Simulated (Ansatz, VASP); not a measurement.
# Two plane-wave programs on TePt

The input POSCAR:

```
TePt
1.0
    4.4193247976      0.0000000000      0.0000000000
   -2.2096623988      3.8272475423      0.0000000000
    0.0000000000      0.0000000000      5.4460000000
Te Pt
2 2
Direct
    0.3333333333      0.6666666667      0.2500000000
    0.6666666667      0.3333333333      0.7500000000
    0.0000000000      0.0000000000      0.0000000000
    0.0000000000      0.0000000000      0.5000000000
```

Contents of INCAR.step1:

```
ALGO = Normal
EDIFF = 1E-4
ENCUT = 520
GGA = PE
ISMEAR = 0
LASPH = True
LCHARG = False
LREAL = False
LWAVE = True
NBANDS = 24
NELM = 80
PREC = Accurate
SIGMA = 0.15
```

INCAR.step2

```
ALGO = Normal
EDIFF = 1E-7
ENCUT = 520
ISIF = 2
ISMEAR = 0
ISTART = 1
LASPH = True
LCHARG = False
LMIXTAU = True
LREAL = False
LWAVE = False
METAGGA = R2SCAN
NBANDS = 24
NELM = 80
PREC = Accurate
SIGMA = 0.15
```

File KPOINTS:

```
k-points
0
Gamma
  12 12 10
```

Input for Ansatz:

```yaml
crystal:
  lattice:
    - [4.4193247976, 0.0, 0.0]
    - [-2.2096623988, 3.8272475423, 0.0]
    - [0.0, 0.0, 5.446]
  atoms:
    - { symbol: Te, position: [0.3333333333, 0.6666666667, 0.25] }
    - { symbol: Te, position: [0.6666666667, 0.3333333333, 0.75] }
    - { symbol: Pt, position: [0.0, 0.0, 0.0] }
    - { symbol: Pt, position: [0.0, 0.0, 0.5] }
basis:
  ecutwfc: 500
kpoints:
  mp_grid: { grid: [12, 12, 10] }
hamiltonian:
  xc: r2scan
scf:
  occupations: { method: gaussian, width: 0.15 }
output:
  forces: true
  stress: true
  eigenvalues: true
```

Change from the starting cell: strain +0.0750 x Voigt [1, 1, 0, 0, 0, 0], atoms carried along.

Alike in both runs: task single point; functional r2SCAN; k mesh 12 × 12 × 10; occupations gaussian, width 0.15 eV; no spin polarisation.

|  | VASP | Ansatz |
| --- | --- | --- |
| version | VASP 6.6.1 | Ansatz 0.2.0 |
| potentials or method | VASP PAW PBE potentials, release 64 (Te, Pt), cutoff 520 eV | scalar-relativistic, plane waves, PAW |
| valence electrons in the cell | 32 | 68 |

Ansatz gave:

| Quantity | Value |
| --- | --- |
| gap on the k mesh at the Fermi level (eV) | none |
| pressure (GPa) | -5.0 |
| traceless stress, the component that is largest in VASP (GPa) | 5.17 |

**Question.** What did VASP give for the same quantities?

**Answer.** gap on the k mesh at the Fermi level (eV): none; pressure (GPa): -5.1; traceless stress, the component that is largest in VASP (GPa): 5.26.

VASP's potentials were made for PBE, not for r2SCAN. A gap of «none» marks a metal or a gap that the smearing closes. With one functional, cell and mesh, what is left measures potentials, basis and numerics. VASP's potentials hold 32 valence electrons a cell and Ansatz's 68, so a difference there can come from the potentials and not from the codes.

Neither program's run includes spin-orbit coupling.
